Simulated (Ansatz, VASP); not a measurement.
**One calculation of C, two programs**

The input INCAR:

```
PREC = Accurate
ENCUT = 600
EDIFF = 1E-6
ISMEAR = 0
SIGMA = 0.02
LREAL = False
LASPH = True
NELM = 120
ALGO = Normal
ISIF = 2
LWAVE = False
LCHARG = False
GGA = PE
NBANDS = 11
GGA_COMPAT = False
```

Contents of KPOINTS:

```
regular mesh
0
Gamma
  12 12 12
```

POSCAR

```
C
1.0
    0.0000000000      1.7858179538      1.7858179538
    1.7858179538      0.0000000000      1.7858179538
    1.7858179538      1.7858179538      0.0000000000
C
2
Direct
    0.0000000000      0.0000000000      0.0000000000
    0.2500000000      0.2500000000      0.2500000000
```

Input for Ansatz:

```yaml
crystal:
  lattice:
    - [0.0, 1.7858179538, 1.7858179538]
    - [1.7858179538, 0.0, 1.7858179538]
    - [1.7858179538, 1.7858179538, 0.0]
  atoms:
    - { symbol: C, position: [0.0, 0.0, 0.0] }
    - { symbol: C, position: [0.25, 0.25, 0.25] }
basis:
  ecutwfc: 420
kpoints:
  mp_grid: { grid: [12, 12, 12] }
  band_path: { path: [VBM, CBM], npoints: 2 }
hamiltonian:
  xc: pbe
scf:
  occupations: { method: gaussian, width: 0.02 }
output:
  forces: true
  stress: true
  eigenvalues: true
checkpoint:
  read: start.run
  write: ck
  compress: false
  write_wavefunctions: false
  write_every: 100000
```

Alike in both runs: task single point; functional PBE; k mesh 12 × 12 × 12; occupations gaussian, width 0.02 eV; no spin polarisation.

|  | VASP | Ansatz |
| --- | --- | --- |
| version | VASP 6.6.1 | Ansatz 0.2.0 |
| potentials or method | VASP PAW PBE potentials, release 64 (C), cutoff 600 eV | scalar-relativistic, plane waves, PAW |
| valence electrons in the cell | 8 | 8 |

```csv
,VASP,Ansatz,Ansatz less VASP
gap on the k mesh at the Fermi level (eV),4.14,4.15,+0.007
least direct gap on the mesh (eV),5.58,5.58,+0.004
pressure (GPa),0.0,0.0,+0.01
```

The functional is the same, so the differences come from potentials, cutoffs and numerics.
